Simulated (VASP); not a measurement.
# Bi2Te3 (R-3m) in VASP: electric field gradients with PBEsol

Aim: the electric field gradients of Bi2Te3 with PBEsol.

Everything below comes from runs of VASP 6.6.1. Logs are shortened: lines on timing, memory, paths and dates and some standing lists are left out, and cuts for length are marked.

## Step 1: The cell of the first run

Symmetry: R-3m, No. 166, trigonal system. Conventional cell: a = 4.380 Å, b = 4.380 Å, c = 30.324 Å, α = 90.00°, β = 90.00°, γ = 120.00°. Bi (site symmetry 3m) has 6 Te at 3.06 to 3.23 Å within 4.0 Å. Within 4.6 Å of Te (site symmetry -3m) lie 6 Bi at 3.23 Å and 12 Te at 4.38 to 4.51 Å. Te (site symmetry 3m) has 3 Bi at 3.06 Å and 3 Te at 3.65 Å within 4.0 Å.

## Step 2: Electric field gradients, PBEsol

The input, INCAR:

```
PREC = Accurate
ENCUT = 520
EDIFF = 1E-8
ISMEAR = 0
SIGMA = 0.01
LREAL = False
LASPH = True
NELM = 100
ALGO = Normal
ISIF = 2
LWAVE = False
LCHARG = False
GGA = PS
LEFG = True
NBANDS = 32
KPAR = 4
```

The input, KPOINTS:

```
regular mesh
0
Gamma
  12 12 12
```

The input, POSCAR:

```
Bi2Te3
1.0
    2.1901716226      1.2644961759     10.1081550181
   -2.1901716226      1.2644961759     10.1081550181
    0.0000000000     -2.5289923518     10.1081550181
Bi Te
2 3
Direct
    0.3998211628      0.3998211628      0.3998211628
    0.6001788372      0.6001788372      0.6001788372
    0.0000000000      0.0000000000      0.0000000000
    0.2100113902      0.2100113902      0.2100113902
    0.7899886098      0.7899886098      0.7899886098
```

Potentials or basis: VASP PAW PBE potentials, release 64 (Bi_d, Te).

Command:

```bash
$ cat potpaw_PBE.64/Bi_d/POTCAR potpaw_PBE.64/Te/POTCAR > POTCAR
$ mpirun -np 4 vasp_std > vasp.out
```

OUTCAR:

```text
PREC = Accurate
   ENCUT = 520
   EDIFF = 1E-8
   ISMEAR = 0
   LREAL = False
   LASPH = True
   NELM = 100
   ISIF = 2
   GGA = PS

 ion  position               nearest neighbor table
   1  0.400  0.400  0.400-   5 3.06   5 3.06   5 3.06   3 3.23   3 3.23   3 3.23
   2  0.600  0.600  0.600-   4 3.06   4 3.06   4 3.06   3 3.23   3 3.23   3 3.23
   3  0.000  0.000  0.000-   2 3.23   2 3.23   1 3.23   1 3.23   2 3.23   1 3.23
   4  0.210  0.210  0.210-   2 3.06   2 3.06   2 3.06   5 3.65   5 3.65   5 3.65
   5  0.790  0.790  0.790-   1 3.06   1 3.06   1 3.06   4 3.65   4 3.65   4 3.65

  LATTYP: Found a trigonal (rhomboedric) cell.
 ALAT       =    10.4197216942
 COS(alpha) =     0.9116362675

  Lattice vectors:

 A1 = (   2.1901716226,   1.2644961759,  10.1081550181)
 A2 = (  -2.1901716226,   1.2644961759,  10.1081550181)
 A3 = (   0.0000000000,  -2.5289923518,  10.1081550181)

Analysis of symmetry for initial positions (statically):
=====================================================================
 Subroutine PRICEL returns:
 Original cell was already a primitive cell.

 Routine SETGRP: Setting up the symmetry group for a
 trigonal (rhombohedral) supercell.

 Subroutine GETGRP returns: Found 12 space group operations
 (whereof 12 operations were pure point group operations)
 out of a pool of 12 trial point group operations.

The static configuration has the point symmetry D_3d.

Analysis of symmetry for dynamics (positions and initial velocities):
=====================================================================
 Subroutine PRICEL returns:
 Original cell was already a primitive cell.

 Routine SETGRP: Setting up the symmetry group for a
 trigonal (rhombohedral) supercell.

 Subroutine GETGRP returns: Found 12 space group operations
 (whereof 12 operations were pure point group operations)
 out of a pool of 12 trial point group operations.

The dynamic configuration has the point symmetry D_3d.

 Subroutine INISYM returns: Found 12 space group operations
 (whereof 12 operations are pure point group operations),
 and found     1 'primitive' translations

----------------------------------------------------------------------------------------

                                     Primitive cell

  volume of cell :     167.9650

  direct lattice vectors                    reciprocal lattice vectors
     2.190171623  1.264496176 10.108155018     0.228292612  0.131804801  0.032976674
    -2.190171623  1.264496176 10.108155018    -0.228292612  0.131804801  0.032976674
     0.000000000 -2.528992352 10.108155018     0.000000000 -0.263609602  0.032976674

  length of vectors
    10.419721694 10.419721694 10.419721694     0.265664230  0.265664230  0.265664230

  position of ions in fractional coordinates (direct lattice)
     0.399821163  0.399821163  0.399821163
     0.600178837  0.600178837  0.600178837
     0.000000000  0.000000000  0.000000000
     0.210011390  0.210011390  0.210011390
     0.789988610  0.789988610  0.789988610

  ion indices of the primitive-cell ions
   primitive index   ion index
                 1           1
                 2           2
                 3           3
                 4           4
                 5           5

----------------------------------------------------------------------------------------

 KPOINTS: regular mesh

Automatic generation of k-mesh.
 Grid dimensions read from file:
 generate k-points for:   12   12   12

 Generating k-lattice:

  Cartesian coordinates                     Fractional coordinates (reciprocal lattice)
     0.019024384  0.010983733  0.002748056     0.083333333  0.000000000 -0.000000000
    -0.019024384  0.010983733  0.002748056     0.000000000  0.083333333 -0.000000000
     0.000000000 -0.021967467  0.002748056    -0.000000000 -0.000000000  0.083333333

  Length of vectors
[... 47 lines left out ...]
   ISTART =      0    job   : 0-new  1-cont  2-samecut
   ICHARG =      2    charge: 1-file 2-atom 10-const
   ISPIN  =      1    spin polarized calculation?
   LNONCOLLINEAR =      F non collinear calculations
   LSORBIT =      F    spin-orbit coupling
   LASPH  =      T    aspherical Exc in radial PAW
   ENCUT  =  520.0 eV  38.22 Ry    6.18 a.u.  19.37 19.37 19.37*2*pi/ulx,y,z
   NELM   =    100;   NELMIN=  2; NELMDL= -5     # of ELM steps
   EDIFF  = 0.1E-07   stopping-criterion for ELM
   LREAL  =      F    real-space projection
   EDIFFG = 0.1E-06   stopping-criterion for IOM
   NSW    =      0    number of steps for IOM
   IBRION =     -1    ionic relax: 0-MD 1-quasi-New 2-CG
   NFREE  =      0    steps in history (QN), initial steepest desc. (CG)
   ISIF   =      2    stress and relaxation
   ISYM   =      2    0-nonsym 1-usesym 2-fastsym
   POTIM  = 0.5000    time-step for ionic-motion
   TEBEG  =    0.0;   TEEND  =   0.0 temperature during run
   PSTRESS=    0.0 pullay stress
   NELECT =      48.0000    total number of electrons
   NUPDOWN=      -1.0000    fix difference up-down
   EMIN   =  10.00;   EMAX   =-10.00  energy-range for DOS
   EFERMI =   0.00;   METHOD = LEGACY
   ISMEAR =     0;   SIGMA  =   0.01  broadening in eV -4-tet -1-fermi 0-gaus
   EFERMI_NEDOS =   21; number of points for ismear=-14 and -15
   IALGO  =     38    algorithm
   IMIX   =      4    mixing-type and parameters
     AMIX     =   0.40;   BMIX     =  1.00
     AMIX_MAG =   1.60;   BMIX_MAG =  1.00
  volume/ion in A,a.u.               =      33.59       226.70
  Fermi-wavevector in a.u.,A,eV,Ry     =   1.078323  2.037735 15.820597  1.162781
  Thomas-Fermi vector in A             =   2.214259
   LORBIT       =      0    0 simple, 1 ext, 2 COOP (PROOUT), +10 PAW based schemes
   GGA     = PS    functional components
   LHFCALC =     F    Hartree Fock is set to
   AEXX    =    0.0000 exact exchange contribution
   IVDW    =     0    specifies the selected vdW correction
   LEPSILON=     F    determine dielectric tensor
   LRPA    =     F    only Hartree local field effects (RPA)
 non-spin polarized calculation
 Gauss-broadening in eV      SIGMA  =   0.01
  energy-cutoff  :      520.00
  volume of cell :      167.97
 maximum number of plane-waves:      4545
 NGX is ok and might be reduce to    80
   NGX = 39   NGY = 39   NGZ = 39

 number of electron      48.0000006 magnetization

 Free energy of the ion-electron system (eV)
  ---------------------------------------------------
  ext. energy  EPLUGINS =         0.00000000
  ---------------------------------------------------
  free energy    TOTEN  =       -20.29623102 eV

  energy without entropy =      -20.29623102  energy(sigma->0) =      -20.29623102

 E-fermi :   6.2186     XC(G=0):  -9.5248

 val. band max:        6.1599405077   @ k =   0.0000   0.0000   0.0000
 cond. band min:       6.3652943000   @ k =   0.0000   0.0000   0.0000
 fundamental gap:      0.2053537923
 Fermi energy:         6.2185626747

 k-point     1 :       0.0000    0.0000    0.0000
  band No.  band energies     occupation
      1     -16.9542      2.00000
      2     -16.9542      2.00000
      3     -16.9526      2.00000
      4     -16.9526      2.00000
      5     -16.9454      2.00000
      6     -16.9439      2.00000
[... 829 lines left out ...]
     31      10.0950      0.00000
     32      10.7938      0.00000

 [... further k-points ...]

------------------------ aborting loop because EDIFF is reached ----------------------------------------

  FORCE on cell =-STRESS in cart. coord.  units (eV):
  Direction    XX          YY          ZZ          XY          YZ          ZX
  --------------------------------------------------------------------------------------
  -------------------------------------------------------------------------------------
  Total        0.0180272      0.0180272      0.0228958      0.0000000     -0.0000000      0.0000000
  in kB        0.1719574      0.1719574      0.2183970      0.0000000     -0.0000000      0.0000000
  external PRESSURE =       0.1874373 kB  Pullay stress =       0.0000000 kB

 VOLUME and BASIS-vectors are now :
 -----------------------------------------------------------------------------
  energy-cutoff  :      520.00
  volume of cell :      167.97
      direct lattice vectors                 reciprocal lattice vectors
     2.190171623  1.264496176 10.108155018     0.228292612  0.131804801  0.032976674
    -2.190171623  1.264496176 10.108155018    -0.228292612  0.131804801  0.032976674
     0.000000000 -2.528992352 10.108155018     0.000000000 -0.263609602  0.032976674

 POSITION                                       TOTAL-FORCE (eV/Angst)
 -----------------------------------------------------------------------------------
      0.00000      0.00000     12.12436         0.000000     -0.000000     -0.010770
      0.00000      0.00000     18.20010         0.000000      0.000000      0.010770
      0.00000      0.00000      0.00000         0.000000      0.000000     -0.000000
      0.00000      0.00000      6.36848         0.000000      0.000000     -0.016804
      0.00000      0.00000     23.95598         0.000000     -0.000000      0.016804
 -----------------------------------------------------------------------------------
    total drift:                                0.000000      0.000000      0.000000

  FREE ENERGIE OF THE ION-ELECTRON SYSTEM (eV)
  ---------------------------------------------------
  free  energy   TOTEN  =       -20.2962310192 eV

  energy  without entropy=      -20.2962310192  energy(sigma->0) =      -20.29623102

 Electric field gradients (V/A^2)
---------------------------------------------------------------------
 ion       V_xx      V_yy      V_zz      V_xy      V_xz      V_yz
---------------------------------------------------------------------
   1     -14.636   -14.636    29.272    -0.000     0.000    -0.000
   2     -14.636   -14.636    29.272    -0.000     0.000    -0.000
   3     -43.172   -43.172    86.343    -0.000     0.000    -0.000
   4       2.273     2.273    -4.546    -0.000     0.000    -0.000
   5       2.273     2.273    -4.546     0.000     0.000    -0.000
---------------------------------------------------------------------

 Electric field gradients after diagonalization (V/A^2)
 (convention: |V_zz| > |V_xx| > |V_yy|)
----------------------------------------------------------------------
 ion       V_xx      V_yy      V_zz     asymmetry (V_yy - V_xx)/ V_zz
----------------------------------------------------------------------
   1     -14.636   -14.636    29.272       0.000
   2     -14.636   -14.636    29.272       0.000
   3     -43.172   -43.172    86.343       0.000
   4       2.273     2.273    -4.546       0.000
   5       2.273     2.273    -4.546       0.000
----------------------------------------------------------------------

           NMR quadrupolar parameters

 Cq : quadrupolar parameter    Cq=e*Q*V_zz/h
 eta: asymmetry parameters     (V_yy - V_xx)/ V_zz
 Q  : nuclear electric quadrupole moment in mb (millibarn)
----------------------------------------------------------------------
 ion       Cq(MHz)       eta       Q (mb)
----------------------------------------------------------------------
   1       0.071       0.000       1.000
   2       0.071       0.000       1.000
   3       0.209       0.000       1.000
   4      -0.011       0.000       1.000
   5      -0.011       0.000       1.000
----------------------------------------------------------------------
```

Wall time 60 min (4 MPI ranks of AMD EPYC, shared host); peak memory 1.5 GiB.

What came out:

| Quantity | Value |
| --- | --- |
| Free energy | -20.2962 eV |
| Pressure | 0.0 GPa |
| Largest force | 0.017 eV/Å |
| Band gap on the k mesh | 0.21 eV |
| Largest electric field gradient by atom | Bi +29.3; Te +86.3, -4.5 (each value once) V/Å² |

Forces in eV/Å, atoms in the order of the input:
```
Bi   0.000  0.000 -0.011
Bi   0.000  0.000  0.011
Te   0.000  0.000  0.000
Te   0.000  0.000 -0.017
Te   0.000  0.000  0.017
```

Levels at points of the mesh, in eV from the valence-band top:
```csv
k point,band 20,band 21,band 22,band 23,band 24,band 25,band 26,band 27,band 28,band 29
"(0.00, 0.00, 0.00)",-1.73,-1.73,-0.89,-0.89,0.00,0.21,0.63,0.63,1.91,2.12
"(0.50, 0.00, 0.00)",-3.23,-2.95,-2.41,-0.93,-0.51,0.54,1.08,2.73,2.80,3.24
"(0.50, 0.50, 0.00)",-2.42,-2.02,-1.83,-1.55,-0.94,0.88,1.46,2.08,2.66,2.78
"(0.50, 0.50, 0.50)",-1.46,-1.46,-1.17,-1.17,-0.43,0.76,1.11,1.11,1.65,1.65
```

Electric field gradients, principal values (V/Å²):
| atom | least | middle | greatest (by size) |
| --- | --- | --- | --- |
| 1 Bi | -14.636 | -14.636 | 29.272 |
| 2 Bi | -14.636 | -14.636 | 29.272 |
| 3 Te | -43.172 | -43.172 | 86.343 |
| 4 Te | 2.273 | 2.273 | -4.546 |
| 5 Te | 2.273 | 2.273 | -4.546 |

Caveat: without QUAD_EFG the Cq values of the log hold for a quadrupole moment of 1 mb, not for the nuclei; the PAW data sets were made with another functional, which shifts forces and pressure a little; spin-orbit coupling is left out, which moves the levels of the heavy elements.
